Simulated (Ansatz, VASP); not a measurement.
## Hf: VASP beside Ansatz

Contents of POSCAR:

```
Hf
1.0
    4.9290243154      0.0000000000      0.0000000000
   -2.4645121577      4.2686602729      0.0000000000
    0.0000000000      0.0000000000      3.0655186578
Hf
3
Direct
    0.0000000000      0.0000000000      0.0000000000
    0.3333333333      0.6666666667      0.5000000000
    0.6666666667      0.3333333333      0.5000000000
```

INCAR.step1

```
PREC = Accurate
ENCUT = 520
ISMEAR = -1
SIGMA = 0.05
LREAL = False
LASPH = True
NELM = 100
NBANDS = 22
GGA = PE
ALGO = Normal
EDIFF = 1E-4
LWAVE = True
LCHARG = False
```

Contents of INCAR.step2:

```
PREC = Accurate
ENCUT = 520
EDIFF = 1E-6
ISMEAR = -1
SIGMA = 0.05
LREAL = False
LASPH = True
NELM = 100
ALGO = Normal
ISIF = 2
LWAVE = False
LCHARG = False
METAGGA = R2SCAN
LMIXTAU = True
NBANDS = 22
ISTART = 1
```

The input KPOINTS:

```
regular mesh
0
Gamma
  6 6 9
```

Contents of input.yaml:

```yaml
crystal:
  lattice:
    - [4.9290243154, 0.0, 0.0]
    - [-2.4645121577, 4.2686602729, 0.0]
    - [0.0, 0.0, 3.0655186578]
  atoms:
    - { symbol: Hf, position: [0.0, 0.0, 0.0] }
    - { symbol: Hf, position: [0.3333333333, 0.6666666667, 0.5] }
    - { symbol: Hf, position: [0.6666666667, 0.3333333333, 0.5] }
hamiltonian:
  xc: r2scan
  pseudopotentials: { kind: paw }
kpoints:
  mp_grid: { grid: [6, 6, 9] }
scf:
  occupations: { method: fermi_dirac, width: 0.05 }
output:
  forces: true
  stress: true
  eigenvalues: true
```

Alike in both runs: task single point; functional r2SCAN; k mesh 6 × 6 × 9; occupations fermi-dirac, width 0.05 eV; no spin polarisation.

|  | VASP | Ansatz |
| --- | --- | --- |
| version | VASP 6.6.1 | Ansatz 0.2.0 |
| potentials or method | VASP PAW PBE potentials, release 64 (Hf_pv) | Ansatz PAW |
| plane-wave cutoff (eV) | 520 | 500 |
| valence electrons in the cell | 30 | 78 |

Ansatz gave:

```
gap on the k mesh at the Fermi level (eV) : none
pressure (GPa)                            : 3.1
```

Task: What did VASP give for the same quantities?

Result: gap on the k mesh at the Fermi level (eV): none; pressure (GPa): 2.5.

VASP's potentials were made for PBE, not for r2SCAN. A gap of «none» marks a metal or a gap that the smearing closes. VASP's potentials hold 30 valence electrons a cell and Ansatz's 78, so a difference there can come from the potentials and not from the codes.

Neither program's run includes spin-orbit coupling.
